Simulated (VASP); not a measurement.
# CuI (F-43m) in VASP: further runs

The runs below take CuI through single point, relaxation of cell and atoms, with HSE06.

All numbers are computed with VASP 6.6.1; they aren't measurements. Logs are shortened: lines on timing, memory, paths and dates and some standing lists are left out, and cuts for length are marked.

## Step 1: The cell of the first run

Symmetry: F-43m, No. 216, cubic system. The conventional cell has a = 6.106 Å, b = 6.106 Å, c = 6.106 Å, α = 90.00°, β = 90.00°, γ = 90.00°. Cu (site symmetry -43m) has 4 I at 2.64 Å within 3.5 Å. I (site symmetry -43m) has 4 Cu at 2.64 Å within 3.5 Å.

## Step 2: Single point, HSE06

File POSCAR:

```
CuI
1.0
    0.0000000000      3.0528997029      3.0528997029
    3.0528997029      0.0000000000      3.0528997029
    3.0528997029      3.0528997029      0.0000000000
Cu I
1 1
Direct
    0.0000000000      0.0000000000      0.0000000000
    0.2500000000      0.2500000000      0.2500000000
```

File INCAR.step1:

```
PREC = Accurate
ENCUT = 520
EDIFF = 1E-5
ISMEAR = -1
SIGMA = 0.02
LREAL = F
LASPH = T
NELM = 60
ALGO = Normal
ISIF = 2
LWAVE = T
LCHARG = F
NBANDS = 16
GGA = PE
```

File INCAR.step2:

```
PREC = Accurate
ENCUT = 520
EDIFF = 1E-6
ISMEAR = -1
SIGMA = 0.02
LREAL = F
LASPH = T
NELM = 60
ALGO = Normal
ISIF = 2
LWAVE = F
LCHARG = F
GGA = PE
LHFCALC = T
HFSCREEN = 0.2079
PRECFOCK = Normal
NBANDS = 16
ISTART = 1
```

File KPOINTS:

```
Automatic mesh
0
Gamma
  4 4 4
```

Potentials or basis: VASP PAW PBE potentials, release 64 (Cu, I).

The run is started by

```
cat potpaw_PBE.64/Cu/POTCAR potpaw_PBE.64/I/POTCAR > POTCAR
cp INCAR.step1 INCAR
mpirun -np 1 vasp_std > vasp.out
cp INCAR.step2 INCAR
mpirun -np 1 vasp_std > vasp.out
```

OUTCAR:

```text
PREC = Accurate
   ENCUT = 520
   EDIFF = 1E-6
   ISMEAR = -1
   LREAL = F
   LASPH = T
   NELM = 60
   ISIF = 2
   GGA = PE
   LHFCALC = T
   HFSCREEN = 0.2079
   PRECFOCK = Normal
   ISTART = 1

 ion  position               nearest neighbor table
   1  0.000  0.000  0.000-   2 2.64   2 2.64   2 2.64   2 2.64
   2  0.250  0.250  0.250-   1 2.64   1 2.64   1 2.64   1 2.64

  LATTYP: Found a face centered cubic cell.
 ALAT       =     6.1057994058

  Lattice vectors:

 A1 = (   0.0000000000,   3.0528997029,   3.0528997029)
 A2 = (   3.0528997029,   0.0000000000,   3.0528997029)
 A3 = (   3.0528997029,   3.0528997029,   0.0000000000)

Analysis of symmetry for initial positions (statically):
=====================================================================
 Subroutine PRICEL returns:
 Original cell was already a primitive cell.

 Routine SETGRP: Setting up the symmetry group for a
 face centered cubic supercell.

 Subroutine GETGRP returns: Found 24 space group operations
 (whereof 24 operations were pure point group operations)
 out of a pool of 48 trial point group operations.

The static configuration has the point symmetry T_d .

Analysis of symmetry for dynamics (positions and initial velocities):
=====================================================================
 Subroutine PRICEL returns:
 Original cell was already a primitive cell.

 Routine SETGRP: Setting up the symmetry group for a
 face centered cubic supercell.

 Subroutine GETGRP returns: Found 24 space group operations
 (whereof 24 operations were pure point group operations)
 out of a pool of 48 trial point group operations.

The dynamic configuration has the point symmetry T_d .

 Subroutine INISYM returns: Found 24 space group operations
 (whereof 24 operations are pure point group operations),
 and found     1 'primitive' translations

----------------------------------------------------------------------------------------

                                     Primitive cell

  volume of cell :      56.9073

  direct lattice vectors                    reciprocal lattice vectors
     0.000000000  3.052899703  3.052899703    -0.163778718  0.163778718  0.163778718
     3.052899703  0.000000000  3.052899703     0.163778718 -0.163778718  0.163778718
     3.052899703  3.052899703  0.000000000     0.163778718  0.163778718 -0.163778718

  length of vectors
     4.317452164  4.317452164  4.317452164     0.283673061  0.283673061  0.283673061

  position of ions in fractional coordinates (direct lattice)
     0.000000000  0.000000000  0.000000000
     0.250000000  0.250000000  0.250000000

  ion indices of the primitive-cell ions
   primitive index   ion index
                 1           1
                 2           2

----------------------------------------------------------------------------------------

 KPOINTS: Automatic mesh

Automatic generation of k-mesh.
 Grid dimensions read from file:
 generate k-points for:    4    4    4

 Generating k-lattice:

  Cartesian coordinates                     Fractional coordinates (reciprocal lattice)
    -0.040944680  0.040944680  0.040944680     0.250000000  0.000000000  0.000000000
     0.040944680 -0.040944680  0.040944680     0.000000000  0.250000000  0.000000000
     0.040944680  0.040944680 -0.040944680     0.000000000  0.000000000  0.250000000

  Length of vectors
     0.070918265  0.070918265  0.070918265

  Shift w.r.t. Gamma in fractional coordinates (k-lattice)
     0.000000000  0.000000000  0.000000000

 Subroutine IBZKPT returns following result:
 ===========================================

 Found      8 irreducible k-points:

 Following reciprocal coordinates:
            Coordinates               Weight
  0.000000  0.000000  0.000000      1.000000
  0.250000  0.000000  0.000000      8.000000
  0.500000  0.000000  0.000000      4.000000
  0.250000  0.250000  0.000000      6.000000
  0.500000  0.250000  0.000000     24.000000
 -0.250000  0.250000  0.000000     12.000000
  0.500000  0.500000  0.000000      3.000000
 -0.250000  0.500000  0.250000      6.000000
   k-points           NKPTS =      8   k-points in BZ     NKDIM =     64   number of bands    NBANDS=     16
   number of dos      NEDOS =    301   number of ions     NIONS =      2
   total plane-waves  NPLWV =  32768
   dimension x,y,z NGX =    32 NGY =   32 NGZ =   32
   dimension x,y,z NGXF=    64 NGYF=   64 NGZF=   64
   ions per type =               1   1
   NGX,Y,Z   is equivalent  to a cutoff of  12.32, 12.32, 12.32 a.u.
   NGXF,Y,Z  is equivalent  to a cutoff of  24.64, 24.64, 24.64 a.u.
 SYSTEM =  unknown system
   PREC   = accura    normal or accurate (medium, high low for compatibility)
   ISTART =      1    job   : 0-new  1-cont  2-samecut
   ICHARG =      0    charge: 1-file 2-atom 10-const
   ISPIN  =      1    spin polarized calculation?
   LNONCOLLINEAR =      F non collinear calculations
   LSORBIT =      F    spin-orbit coupling
   LASPH  =      T    aspherical Exc in radial PAW
   ENCUT  =  520.0 eV  38.22 Ry    6.18 a.u.   8.03  8.03  8.03*2*pi/ulx,y,z
   NELM   =     60;   NELMIN=  2; NELMDL=  0     # of ELM steps
   EDIFF  = 0.1E-05   stopping-criterion for ELM
   LREAL  =      F    real-space projection
   EDIFFG = 0.1E-04   stopping-criterion for IOM
   NSW    =      0    number of steps for IOM
   IBRION =     -1    ionic relax: 0-MD 1-quasi-New 2-CG
   NFREE  =      0    steps in history (QN), initial steepest desc. (CG)
   ISIF   =      2    stress and relaxation
   ISYM   =      3    0-nonsym 1-usesym 2-fastsym
   POTIM  = 0.5000    time-step for ionic-motion
   TEBEG  =    0.0;   TEEND  =   0.0 temperature during run
   PSTRESS=    0.0 pullay stress
   NELECT =      18.0000    total number of electrons
   NUPDOWN=      -1.0000    fix difference up-down
   EMIN   =  10.00;   EMAX   =-10.00  energy-range for DOS
   EFERMI =   0.00;   METHOD = LEGACY
   ISMEAR =    -1;   SIGMA  =   0.02  broadening in eV -4-tet -1-fermi 0-gaus
   EFERMI_NEDOS =   21; number of points for ismear=-14 and -15
   IALGO  =     38    algorithm
   IMIX   =      1    mixing-type and parameters
     AMIX     =   0.40;   BMIX     =  1.00
     AMIX_MAG =   1.60;   BMIX_MAG =  1.00
  volume/ion in A,a.u.               =      28.45       192.01
  Fermi-wavevector in a.u.,A,eV,Ry     =   1.115432  2.107861 16.928215  1.244189
  Thomas-Fermi vector in A             =   2.252037
   LORBIT       =      0    0 simple, 1 ext, 2 COOP (PROOUT), +10 PAW based schemes
   GGA     = PE    functional components
   LHFCALC =     T    Hartree Fock is set to
   PRECFOCK=normal    Normal, Fast or Accurate (Low or Medium for compatibility)
   ENCUT4O =  -1.0   cutoff for four orbital integrals eV
   NKREDX  =     1    reduce k-point grid by
   NKREDY  =     1    reduce k-point grid by
   NKREDZ  =     1    reduce k-point grid by
   AEXX    =    0.2500 exact exchange contribution
   HFSCREEN=    0.2079 screening length (either q_TF or 0.3 A-1)
   HFSCREENC=   0.2079 screening length for correlation (either q_TF or 0.3 A-1)
   ENCUTFOCK=  -1.0 apply spherical cutoff to Coloumb kernel
   IVDW    =     0    specifies the selected vdW correction
   LEPSILON=     F    determine dielectric tensor
   LRPA    =     F    only Hartree local field effects (RPA)
 non-spin polarized calculation
  energy-cutoff  :      520.00
  volume of cell :       56.91
 maximum number of plane-waves:      1540
  NGX = 28; NGY = 28; NGZ = 28

 number of electron      18.0000005 magnetization

 Free energy of the ion-electron system (eV)
  ---------------------------------------------------
  ext. energy  EPLUGINS =         0.00000000
  ---------------------------------------------------
  free energy    TOTEN  =        -6.43825126 eV

  energy without entropy =       -6.43825126  energy(sigma->0) =       -6.43825126

 E-fermi :   3.6997     XC(G=0):  -7.3339

 val. band max:        3.2406664915   @ k =   0.0000   0.0000   0.0000
 cond. band min:       5.7910634219   @ k =   0.0000   0.0000   0.0000
 fundamental gap:      2.5503969304
 Fermi energy:         3.6997177021

 k-point     1 :       0.0000    0.0000    0.0000
  band No.  band energies     occupation
      1     -11.3625      2.00000
      2      -0.6251      2.00000
      3      -0.6251      2.00000
      4      -0.6251      2.00000
      5       0.8588      2.00000
      6       0.8588      2.00000
[... 8 lines left out ...]
     15      14.3097      0.00000
     16      14.3097      0.00000

 k-point     2 :       0.2500    0.0000    0.0000
  band No.  band energies     occupation
      1     -11.0905      2.00000
      2      -1.3123      2.00000
      3      -0.5690      2.00000
      4      -0.5690      2.00000
      5       0.8502      2.00000
      6       0.8502      2.00000
[... 8 lines left out ...]
     15      13.4184      0.00000
     16      13.6827      0.00000

 k-point     3 :       0.5000    0.0000    0.0000
  band No.  band energies     occupation
      1     -10.7817      2.00000
      2      -2.1326      2.00000
      3      -0.5222      2.00000
      4      -0.5222      2.00000
      5       0.8812      2.00000
      6       0.8812      2.00000
[... 8 lines left out ...]
     15      15.7090      0.00000
     16      15.7090      0.00000

 k-point     4 :       0.2500    0.2500    0.0000
  band No.  band energies     occupation
      1     -10.9994      2.00000
      2      -1.3930      2.00000
      3      -0.5583      2.00000
      4      -0.5583      2.00000
      5       0.7774      2.00000
      6       0.8972      2.00000
[... 8 lines left out ...]
     15      14.9444      0.00000
     16      16.6103      0.00000

 k-point     5 :       0.5000    0.2500    0.0000
  band No.  band energies     occupation
      1     -10.6884      2.00000
      2      -1.8475      2.00000
      3      -0.8146      2.00000
      4      -0.4838      2.00000
      5       0.8099      2.00000
      6       0.8939      2.00000
[... 8 lines left out ...]
     15      15.8491      0.00000
     16      16.6888      0.00000

 k-point     6 :      -0.2500    0.2500    0.0000
  band No.  band energies     occupation
      1     -10.7924      2.00000
      2      -1.6168      2.00000
      3      -0.9274      2.00000
      4      -0.4952      2.00000
      5       0.8191      2.00000
      6       0.8618      2.00000
[... 8 lines left out ...]
     15      15.1111      0.00000
     16      16.8938      0.00000

 k-point     7 :       0.5000    0.5000    0.0000
  band No.  band energies     occupation
      1     -10.5857      2.00000
      2      -2.1647      2.00000
      3      -0.4312      2.00000
      4      -0.4312      2.00000
      5       0.8605      2.00000
      6       0.9359      2.00000
[... 8 lines left out ...]
     15      16.0611      0.00000
     16      16.8195      0.00000

 k-point     8 :      -0.2500    0.5000    0.2500
  band No.  band energies     occupation
      1     -10.5822      2.00000
      2      -1.6054      2.00000
      3      -1.2227      2.00000
      4      -0.4563      2.00000
      5       0.7885      2.00000
      6       0.9613      2.00000
[... 8 lines left out ...]
     15      16.4356      0.00000
     16      16.7854      0.00000

------------------------ aborting loop because EDIFF is reached ----------------------------------------

  FORCE on cell =-STRESS in cart. coord.  units (eV):
  Direction    XX          YY          ZZ          XY          YZ          ZX
  --------------------------------------------------------------------------------------
  -------------------------------------------------------------------------------------
  Total       -0.0876493     -0.0876493     -0.0876493     -0.0000000      0.0000000     -0.0000000
  in kB       -2.4676942     -2.4676942     -2.4676942     -0.0000000      0.0000000     -0.0000000
  external PRESSURE =      -2.4676942 kB  Pullay stress =       0.0000000 kB

 VOLUME and BASIS-vectors are now :
 -----------------------------------------------------------------------------
  energy-cutoff  :      520.00
  volume of cell :       56.91
      direct lattice vectors                 reciprocal lattice vectors
     0.000000000  3.052899703  3.052899703    -0.163778718  0.163778718  0.163778718
     3.052899703  0.000000000  3.052899703     0.163778718 -0.163778718  0.163778718
     3.052899703  3.052899703  0.000000000     0.163778718  0.163778718 -0.163778718

 POSITION                                       TOTAL-FORCE (eV/Angst)
 -----------------------------------------------------------------------------------
      0.00000      0.00000      0.00000         0.000000     -0.000000     -0.000000
      1.52645      1.52645      1.52645        -0.000000      0.000000      0.000000
 -----------------------------------------------------------------------------------
    total drift:                                0.000512      0.000405      0.000349

  FREE ENERGIE OF THE ION-ELECTRON SYSTEM (eV)
  ---------------------------------------------------
  free  energy   TOTEN  =        -6.4382512555 eV

  energy  without entropy=       -6.4382512555  energy(sigma->0) =       -6.43825126
```

Run time: 13 min. Hardware: 1 thread of Intel Xeon 8259CL, shared host; peak memory 0.3 GiB.

Results:

- Free energy: -6.4383 eV
- Pressure: -0.2 GPa
- Band gap on the k mesh: 2.55 eV

Levels at points of the mesh, in eV from the valence-band top:
```
           k point  band 5  band 6  band 7  band 8  band 9  band 10  band 11  band 12  band 13  band 14
(0.00, 0.00, 0.00)   -2.38   -2.38    0.00    0.00    0.00     2.55     6.34     6.34     6.34     9.85
(0.50, 0.00, 0.00)   -2.36   -2.36   -2.31   -0.80   -0.80     3.59     6.84     6.84     8.79    10.70
(0.50, 0.50, 0.00)   -2.38   -2.30   -2.19   -1.86   -1.86     3.95     4.29    10.72    11.46    11.46
```

Caveat: the k points lie up to 0.45 Å⁻¹ apart; the PAW data sets were made with another functional, which shifts forces and pressure a little; spin-orbit coupling is left out, which moves the levels of the heavy elements.

## Step 3: Relaxation of cell and atoms, HSE06

This run uses another cell than the first one, of 27.33 Å³/atom.

File POSCAR:

```
CuI
1.0
    0.0000000000      3.0120289470      3.0120289470
    3.0120289470      0.0000000000      3.0120289470
    3.0120289470      3.0120289470      0.0000000000
Cu I
1 1
Direct
    0.0000000000      0.0000000000      0.0000000000
    0.2500000000      0.2500000000      0.2500000000
```

File INCAR.step1:

```
PREC = Accurate
ENCUT = 600
EDIFF = 1E-5
ISMEAR = -1
SIGMA = 0.02
LREAL = False
LASPH = True
NELM = 60
ALGO = Normal
LWAVE = True
LCHARG = False
GGA = PE
NBANDS = 16
```

File INCAR.step2:

```
PREC = Accurate
ENCUT = 600
EDIFF = 1E-6
ISMEAR = -1
SIGMA = 0.02
LREAL = False
LASPH = True
NELM = 60
ALGO = Normal
ISIF = 3
LWAVE = False
LCHARG = False
GGA = PE
LHFCALC = True
HFSCREEN = 0.2079
PRECFOCK = Normal
IBRION = 2
NSW = 80
EDIFFG = -0.005
ISTART = 1
```

KPOINTS is that of step 2.

Potentials or basis: VASP PAW PBE potentials, release 64 (Cu, I).

The run is started by

```
cat potpaw_PBE.64/Cu/POTCAR potpaw_PBE.64/I/POTCAR > POTCAR
cp INCAR.step1 INCAR
mpirun -np 1 vasp_std > vasp.out
cp INCAR.step2 INCAR
mpirun -np 1 vasp_std > vasp.out
```

Run time: 30 min. Hardware: 1 thread of Intel Xeon 8259CL, shared host; peak memory 0.34 GiB.

It converged, with:

- Free energy: -6.4383 eV
- Relaxed volume: 28.33 Å³/atom
- Relaxed cell: a = 4.311 Å, b = 4.311 Å, c = 4.311 Å, α = 60.00°, β = 60.00°, γ = 60.00°
- Space group after relaxing (to 0.1 Å): F-43m (No. 216)
- Energy gained by relaxing: 5.0 meV/atom
- Ionic steps: 3
- Pressure after relaxing: 0.0 GPa
- Band gap on the k mesh: 2.56 eV

The path:
| step | energy change (eV) | largest force (eV/Å) | pressure (GPa) | volume (Å³) |
| --- | --- | --- | --- | --- |
| 1 | 0.0000 | 0.0000 | 1.41 | 54.65 |
| 2 | -0.0099 | 0.0000 | 0.08 | 56.57 |
| 3 | -0.0100 | 0.0000 | 0.00 | 56.66 |

Final structure:
```
CELL_PARAMETERS angstrom
0.00000 3.04851 3.04851
3.04851 0.00000 3.04851
3.04851 3.04851 0.00000
ATOMIC_POSITIONS crystal
Cu 0.00000 0.00000 0.00000
I 0.25000 0.25000 0.25000
```

Levels at points of the mesh, in eV from the valence-band top:
| k point | band 7 | band 8 | band 9 | band 10 | band 11 | band 12 |
| --- | --- | --- | --- | --- | --- | --- |
| (0.00, 0.00, 0.00) | 0.00 | 0.00 | 0.00 | 2.56 | 6.33 | 6.33 |
| (0.50, 0.00, 0.00) | -2.33 | -0.81 | -0.81 | 3.59 | 6.83 | 6.83 |
| (0.50, 0.50, 0.00) | -2.21 | -1.87 | -1.87 | 3.94 | 4.29 | 10.75 |

Caveat: the k points lie up to 0.45 Å⁻¹ apart in the final cell; the PAW data sets were made with another functional, which shifts forces and pressure a little; spin-orbit coupling is left out, which moves the levels of the heavy elements.
